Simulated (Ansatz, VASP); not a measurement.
# Two plane-wave programs on TaN

```
Ta N
1.0
     5.19100    0.00000    0.00000
    -2.59550    4.49554    0.00000
     0.00000    0.00000    2.90800
Ta N
3 3
Direct
  0.00000 0.00000 0.00000
  0.33333 0.66667 0.50000
  0.66667 0.33333 0.50000
  0.50000 0.00000 0.00000
  0.50000 0.50000 0.00000
  0.00000 0.50000 0.00000
```

Alike in both runs: task single point; functional PBEsol; k mesh 6 × 6 × 6; occupations gaussian, width 0.1 eV; collinear spin.

|  | VASP | Ansatz |
| --- | --- | --- |
| version | VASP 6.6.1 | Ansatz 0.2.0 |
| potentials or method | VASP PAW PBE potentials, release 64 (Ta_pv, N), cutoff 600 eV | scalar-relativistic, plane waves, PAW |
| valence electrons in the cell | 48 | 54 |

VASP gave:

```
gap on the k mesh at the Fermi level (eV)                     : none
pressure (GPa)                                                : 2.1
traceless stress, the component that is largest in VASP (GPa) : -1.50
net moment per atom (μB)                                      : 0.00
```

Q: What did Ansatz give for the same quantities?

A: gap on the k mesh at the Fermi level (eV): none; pressure (GPa): 1.3; traceless stress, the component that is largest in VASP (GPa): -1.71; net moment per atom (μB): 0.00.

VASP's potentials were made for PBE, not for PBEsol. A gap of «none» marks a metal or a gap that the smearing closes. With one functional, cell and mesh, what is left measures potentials, basis and numerics. VASP's potentials hold 48 valence electrons a cell and Ansatz's 54, so a difference there can come from the potentials and not from the codes. Ansatz's warnings: seeded moment not kept.

The k mesh is coarse, so the values compare programs but aren't converged. Neither program's run includes spin-orbit coupling.
